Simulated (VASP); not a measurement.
Wanted: the native input for a VASP 6.6.1 run.

```yaml
Task: relaxation of cell and atoms
Functional: PBE
Potentials_or_basis: VASP PAW PBE potentials, release 64 (Cd, Mo_sv)
Cutoff: 600 eV
k_mesh: 6 × 6 × 6
Occupations: gaussian, width 0.1 eV
Spin: no spin polarisation
Dipole_correction: no
Further_INCAR_settings: ALGO = Normal; EDIFF = 1e-07; IBRION = 2; EDIFFG = -0.04; NSW = 90; ISIF = 3
```

The structure of Cd2Mo lies in POSCAR:

```
Cd2Mo
1.0
    0.0000000000      3.1265817547      3.1265817547
    3.1265817547      0.0000000000      3.1265817547
    3.1265817547      3.1265817547      0.0000000000
Cd Mo
2 1
Direct
    0.2500000000      0.2500000000      0.2500000000
    0.7500000000      0.7500000000      0.7500000000
    0.0000000000      0.0000000000      0.0000000000
```

These files were run (other wordings do the same):

INCAR

```
PREC = Accurate ; ENCUT = 600
EDIFF = 1E-7 ; ISMEAR = 0
SIGMA = 0.1 ; LREAL = F
LASPH = T ; NELM = 60
ALGO = Normal ; ISIF = 3
LWAVE = F ; LCHARG = F
GGA = PE ; IBRION = 2
NSW = 90 ; EDIFFG = -0.04
```

KPOINTS

```
regular mesh
0
Gamma
  6 6 6
```

Potentials or basis: VASP PAW PBE potentials, release 64 (Cd, Mo_sv).

The run is started by

```bash
$ cat potpaw_PBE.64/Cd/POTCAR potpaw_PBE.64/Mo_sv/POTCAR > POTCAR
$ mpirun -np 1 vasp_std > vasp.out
```

It gave:

```yaml
Relaxed_volume: 23.12 Å³/atom
Relaxed_cell: a = 4.612 Å, b = 4.612 Å, c = 4.612 Å, α = 60.00°, β = 60.00°, γ = 60.00°
Space_group_after_relaxing_to_0.1_Å: Fm-3m (No. 225)
Energy_gained_by_relaxing: 96.0 meV/atom
Ionic_steps: 3
Pressure_after_relaxing: -0.1 GPa
Band_gap_on_the_k_mesh: zero (bands 19 and 20 overlap by 0.39 eV)
```

Wall time 48 s on 1 thread of Intel(R) Xeon(R) 6975P-C (Granite Rapids) (shared host), peak memory 0.22 GiB.
